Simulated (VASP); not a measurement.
# MnS (F-43m) in VASP: a series of runs, part 2 of 2

VASP 6.6.1. The steps go on from the part before.

## (5) Single point, PBEsol, collinear spin, ferromagnetic start

This run uses another cell than the first one, of 15.13 Å³/atom.

The input, INCAR:

```
SYSTEM = MnS
  ALGO = Normal
  EDIFF = 1E-6
  ENCUT = 520
  GGA = PS
  ISIF = 2
  ISMEAR = -1
  ISPIN = 2
  LASPH = .TRUE.
  LCHARG = .FALSE.
  LMAXMIX = 4
  LORBIT = 11
  LREAL = .FALSE.
  LWAVE = .FALSE.
  MAGMOM = 4 0
  NBANDS = 20
  NELM = 150
  PREC = Accurate
  SIGMA = 0.05
```

The input, KPOINTS:

```
k-points
0
G
  9 9 9
  0 0 0
```

The input, POSCAR:

```
MnS
1.0
    0.0000000000      2.4734634191      2.4734634191
    2.4734634191      0.0000000000      2.4734634191
    2.4734634191      2.4734634191      0.0000000000
Mn S
1 1
Direct
    0.0000000000      0.0000000000      0.0000000000
    0.7500000000      0.7500000000      0.7500000000
```

Potentials or basis: VASP PAW PBE potentials, release 64 (Mn_pv, S).

On the command line:

```console
$ cat potpaw_PBE.64/Mn_pv/POTCAR potpaw_PBE.64/S/POTCAR > POTCAR
$ mpirun -np 1 vasp_std > vasp.out
```

Run time: 91 s. Hardware: 1 thread of AMD EPYC 7R43 (Zen 3), shared host; peak memory 0.15 GiB.

Results (log left out):

* Free energy: -14.7741 eV
* Pressure: -2.8 GPa
* Net moment: 0.23 μB per cell
* Site moments: Mn +0.23; S -0.01 μB
* Valence electrons inside the program's atomic spheres: Mn 12.04; S 3.72

Levels at points of the mesh, in eV from the Fermi level:
Spin up:
| k point | band 6 | band 7 | band 8 | band 9 | band 10 | band 11 | band 12 | band 13 | band 14 | band 15 |
| --- | --- | --- | --- | --- | --- | --- | --- | --- | --- | --- |
| (0.00, 0.00, 0.00) | -4.72 | -4.72 | -0.87 | -0.87 | 3.66 | 3.66 | 3.66 | 3.69 | 7.88 | 7.88 |
Spin down:
```tsv
k point	band 5	band 6	band 7	band 8	band 9	band 10	band 11	band 12	band 13	band 14
(0.00, 0.00, 0.00)	-4.67	-4.67	-4.67	-0.62	-0.62	3.71	3.75	3.75	3.75	7.93
```

Caveat: the PAW data sets were made with another functional, which shifts forces and pressure a little; semilocal functionals often make such compounds metallic where correlation or magnetic order opens a gap, which also shifts bond lengths. With open d or f shells a metallic result of PBEsol can be an artefact of self-interaction; +U or a hybrid may open a gap.

## (6) Single point, PBE, collinear spin, zero start

This run uses another cell than the first one, of 15.13 Å³/atom.

The input, INCAR:

```
SYSTEM = MnS
PREC     = Accurate       ! precision mode
ENCUT    = 520            ! plane-wave cutoff, eV
EDIFF    = 1E-6           ! SCF threshold, eV
ISMEAR   = -1             ! smearing method
SIGMA    = 0.05           ! smearing width, eV
LREAL    = .False.        ! projectors in reciprocal space
LASPH    = .True.         ! aspherical terms in the spheres
NELM     = 150            ! most SCF steps
ALGO     = Normal         ! electronic algorithm
ISIF     = 2              ! what is computed and relaxed
LWAVE    = .False.        ! write WAVECAR
LCHARG   = .False.        ! write CHGCAR
ISPIN    = 2              ! spin polarisation
MAGMOM   = 0 0            ! initial moments
LORBIT   = 11             ! projections on sites
NUPDOWN  = 0.0            ! fixed moment
LMAXMIX  = 4              ! l up to which the mixer works
GGA      = PE             ! functional
NBANDS   = 20             ! bands
```

The input, KPOINTS:

```
Automatic mesh
0
Gamma
  8 8 8
  0 0 0
```

POSCAR is that of step 5.

Potentials or basis: VASP PAW PBE potentials, release 64 (Mn_pv, S).

On the command line:

```console
$ cat potpaw_PBE.64/Mn_pv/POTCAR potpaw_PBE.64/S/POTCAR > POTCAR
$ mpirun -np 1 vasp_std > vasp.out
```

OUTCAR:

```text
SYSTEM = MnS
   PREC = Accurate
   ENCUT = 520
   EDIFF = 1E-6
   ISMEAR = -1
   LREAL = .False.
   LASPH = .True.
   NELM = 150
   ISIF = 2
   ISPIN = 2
   LORBIT = 11
   NUPDOWN = 0.0
   GGA = PE

 ion  position               nearest neighbor table
   1  0.000  0.000  0.000-   2 2.14   2 2.14   2 2.14   2 2.14
   2  0.750  0.750  0.750-   1 2.14   1 2.14   1 2.14   1 2.14

  LATTYP: Found a face centered cubic cell.
 ALAT       =     4.9469268382

  Lattice vectors:

 A1 = (   0.0000000000,   2.4734634191,   2.4734634191)
 A2 = (   2.4734634191,   0.0000000000,   2.4734634191)
 A3 = (   2.4734634191,   2.4734634191,   0.0000000000)

Analysis of symmetry for initial positions (statically):
=====================================================================
 Subroutine PRICEL returns:
 Original cell was already a primitive cell.

 Routine SETGRP: Setting up the symmetry group for a
 face centered cubic supercell.

 Subroutine GETGRP returns: Found 24 space group operations
 (whereof 24 operations were pure point group operations)
 out of a pool of 48 trial point group operations.

The static configuration has the point symmetry T_d .

Analysis of symmetry for dynamics (positions and initial velocities):
=====================================================================
 Subroutine PRICEL returns:
 Original cell was already a primitive cell.

 Routine SETGRP: Setting up the symmetry group for a
 face centered cubic supercell.

 Subroutine GETGRP returns: Found 24 space group operations
 (whereof 24 operations were pure point group operations)
 out of a pool of 48 trial point group operations.

The dynamic configuration has the point symmetry T_d .

Analysis of structural, dynamic, and magnetic symmetry:
=====================================================================
 Subroutine PRICEL returns:
 Original cell was already a primitive cell.

 Routine SETGRP: Setting up the symmetry group for a
 face centered cubic supercell.

 Subroutine GETGRP returns: Found 24 space group operations
 (whereof 24 operations were pure point group operations)
 out of a pool of 48 trial point group operations.

The overall configuration has the point symmetry T_d .

 Subroutine INISYM returns: Found 24 space group operations
 (whereof 24 operations are pure point group operations),
 and found     1 'primitive' translations

----------------------------------------------------------------------------------------

                                     Primitive cell

  volume of cell :      30.2654

  direct lattice vectors                    reciprocal lattice vectors
     0.000000000  2.473463419  2.473463419    -0.202145702  0.202145702  0.202145702
     2.473463419  0.000000000  2.473463419     0.202145702 -0.202145702  0.202145702
     2.473463419  2.473463419  0.000000000     0.202145702  0.202145702 -0.202145702

  length of vectors
     3.498005513  3.498005513  3.498005513     0.350126627  0.350126627  0.350126627

  position of ions in fractional coordinates (direct lattice)
     0.000000000  0.000000000  0.000000000
     0.750000000  0.750000000  0.750000000

  ion indices of the primitive-cell ions
   primitive index   ion index
                 1           1
                 2           2

----------------------------------------------------------------------------------------

[... 66 lines left out ...]
   LASPH  =      T    aspherical Exc in radial PAW
   ENCUT  =  520.0 eV  38.22 Ry    6.18 a.u.   6.50  6.50  6.50*2*pi/ulx,y,z
   NELM   =    150;   NELMIN=  2; NELMDL= -5     # of ELM steps
   EDIFF  = 0.1E-05   stopping-criterion for ELM
   LREAL  =      F    real-space projection
   EDIFFG = 0.1E-04   stopping-criterion for IOM
   NSW    =      0    number of steps for IOM
   IBRION =     -1    ionic relax: 0-MD 1-quasi-New 2-CG
   NFREE  =      0    steps in history (QN), initial steepest desc. (CG)
   ISIF   =      2    stress and relaxation
   ISYM   =      2    0-nonsym 1-usesym 2-fastsym
   POTIM  = 0.5000    time-step for ionic-motion
   TEBEG  =    0.0;   TEEND  =   0.0 temperature during run
   PSTRESS=    0.0 pullay stress
   NELECT =      19.0000    total number of electrons
   NUPDOWN=       0.0000    fix difference up-down
   EMIN   =  10.00;   EMAX   =-10.00  energy-range for DOS
   EFERMI =   0.00;   METHOD = LEGACY
   ISMEAR =    -1;   SIGMA  =   0.05  broadening in eV -4-tet -1-fermi 0-gaus
   EFERMI_NEDOS =   21; number of points for ismear=-14 and -15
   IALGO  =     38    algorithm
   IMIX   =      4    mixing-type and parameters
     AMIX     =   0.40;   BMIX     =  1.00
     AMIX_MAG =   1.60;   BMIX_MAG =  1.00
  volume/ion in A,a.u.               =      15.13       102.12
  Fermi-wavevector in a.u.,A,eV,Ry     =   1.401771  2.648964 26.734947  1.964963
  Thomas-Fermi vector in A             =   2.524600
   LORBIT       =     11    0 simple, 1 ext, 2 COOP (PROOUT), +10 PAW based schemes
   GGA     = PE    functional components
   LHFCALC =     F    Hartree Fock is set to
   AEXX    =    0.0000 exact exchange contribution
   IVDW    =     0    specifies the selected vdW correction
   LEPSILON=     F    determine dielectric tensor
   LRPA    =     F    only Hartree local field effects (RPA)
 spin polarized calculation
  energy-cutoff  :      520.00
  volume of cell :       30.27
 maximum number of plane-waves:       869
 NGX is ok and might be reduce to    28
   NGX = 13   NGY = 13   NGZ = 13

 number of electron      18.9999987 magnetization      -0.0000000

 number of electron      18.9999987 magnetization       0.0000000

 Free energy of the ion-electron system (eV)
  ---------------------------------------------------
  ext. energy  EPLUGINS =         0.00000000
  ---------------------------------------------------
  free energy    TOTEN  =       -13.68520087 eV

  energy without entropy =      -13.66272234  energy(sigma->0) =      -13.67396161

 E-fermi :   7.4059     XC(G=0): -11.2402

 val. band max:        7.3989462736   @ k =  -0.2500   0.3750   0.1250
 cond. band min:       7.4183935791   @ k =   0.5000   0.2500   0.1250
 fundamental gap:      0.0194473055
 Fermi energy:         7.4058961802

 spin component 1

 k-point     1 :       0.0000    0.0000    0.0000
  band No.  band energies     occupation
      1     -40.2703      1.00000
      2     -40.2703      1.00000
      3     -40.2703      1.00000
      4      -7.8709      1.00000
      5       2.7344      1.00000
      6       2.7344      1.00000
[... 541 lines left out ...]
     19      24.0743      0.00000
     20      26.2232      0.00000

 [... further k-points ...]

 spin component 2

 k-point     1 :       0.0000    0.0000    0.0000
  band No.  band energies     occupation
      1     -40.2703      1.00000
      2     -40.2703      1.00000
      3     -40.2703      1.00000
      4      -7.8709      1.00000
      5       2.7344      1.00000
      6       2.7344      1.00000
[... 541 lines left out ...]
     19      24.0743      0.00000
     20      26.2232      0.00000

 [... further k-points ...]

------------------------ aborting loop because EDIFF is reached ----------------------------------------

  FORCE on cell =-STRESS in cart. coord.  units (eV):
  Direction    XX          YY          ZZ          XY          YZ          ZX
  --------------------------------------------------------------------------------------
  -------------------------------------------------------------------------------------
  Total        0.5418727      0.5418727      0.5418727     -0.0000000     -0.0000000     -0.0000000
  in kB       28.6854314     28.6854314     28.6854314     -0.0000000     -0.0000000     -0.0000000
  external PRESSURE =      28.6854314 kB  Pullay stress =       0.0000000 kB

 VOLUME and BASIS-vectors are now :
 -----------------------------------------------------------------------------
  energy-cutoff  :      520.00
  volume of cell :       30.27
      direct lattice vectors                 reciprocal lattice vectors
     0.000000000  2.473463419  2.473463419    -0.202145702  0.202145702  0.202145702
     2.473463419  0.000000000  2.473463419     0.202145702 -0.202145702  0.202145702
     2.473463419  2.473463419  0.000000000     0.202145702  0.202145702 -0.202145702

 POSITION                                       TOTAL-FORCE (eV/Angst)
 -----------------------------------------------------------------------------------
      0.00000      0.00000      0.00000        -0.000000     -0.000000     -0.000000
      3.71020      3.71020      3.71020         0.000000      0.000000      0.000000
 -----------------------------------------------------------------------------------
    total drift:                               -0.000001     -0.000001     -0.000001

  FREE ENERGIE OF THE ION-ELECTRON SYSTEM (eV)
  ---------------------------------------------------
  free  energy   TOTEN  =       -13.6852008734 eV

  energy  without entropy=      -13.6627223373  energy(sigma->0) =      -13.67396161

 total charge

# of ion       s       p       d       tot
------------------------------------------
    1        0.353   6.312   5.366  12.031
    2        1.322   2.426   0.000   3.748
--------------------------------------------------
tot          1.675   8.738   5.366  15.779

 magnetization (x)

# of ion       s       p       d       tot
------------------------------------------
    1        0.000   0.000   0.000   0.000
    2       -0.000  -0.000   0.000  -0.000
--------------------------------------------------
tot         -0.000  -0.000   0.000  -0.000
```

It took 26 s on 1 thread of Intel Xeon 6975P-C (Granite Rapids), shared host; peak memory 0.18 GiB.

Results:

```yaml
Free_energy: -13.6852 eV
Pressure: 2.9 GPa
Net_moment: 0.00 μB per cell
Valence_electrons_inside_the_program's_atomic_spheres: Mn 12.03; S 3.75
```

Caveat: the total moment is fixed, so each spin has its own Fermi level.

## (7) The runs side by side

| level | potentials or basis | spin | fixed moment (μB) | cell | k mesh | gap on the mesh (eV) | pressure (GPa) | moment (μB) |
| --- | --- | --- | --- | --- | --- | --- | --- | --- |
| LDA | VASP PAW LDA potentials, release 64 (Mn_pv, S) | collinear, ferromagnetic start | - | a = 3.521 Å, angles 60.0°, 2 atoms | 9 × 9 × 9 | none | -9.3 | 0.11 |
| LDA | VASP PAW LDA potentials, release 64 (Mn_pv, S) | collinear, ferromagnetic start | - | a = 3.544 Å, angles 60.0°, 2 atoms | 9 × 9 × 9 | none | -11.5 | 0.17 |
| LDA | VASP PAW LDA potentials, release 64 (Mn_pv, S) | collinear, ferromagnetic start | - | a = 3.567 Å, angles 60.0°, 2 atoms | 9 × 9 × 9 | none | -13.4 | 0.20 |
| PBEsol | VASP PAW PBE potentials, release 64 (Mn_pv, S) | collinear, ferromagnetic start | - | a = 3.498 Å, angles 60.0°, 2 atoms | 9 × 9 × 9 | none | -2.8 | 0.23 |
| PBE | VASP PAW PBE potentials, release 64 (Mn_pv, S) | collinear, zero start | 0.0 | a = 3.498 Å, angles 60.0°, 2 atoms | 8 × 8 × 8 | - | 2.9 | 0.00 |

Alike in all rows: task single point; cutoff (eV) 520; smearing fermi-dirac 0.05 eV.

Caveats: semilocal functionals often make such compounds metallic where correlation or magnetic order opens a gap, which also shifts bond lengths (at least some runs); the cell stands under tension (at least some runs); the PAW data sets were made with another functional, which shifts forces and pressure a little (at least some runs); the total moment is fixed, so each spin has its own Fermi level (at least some runs).

Total energies depend on the potentials used, so only differences within one code and one set of settings carry meaning.
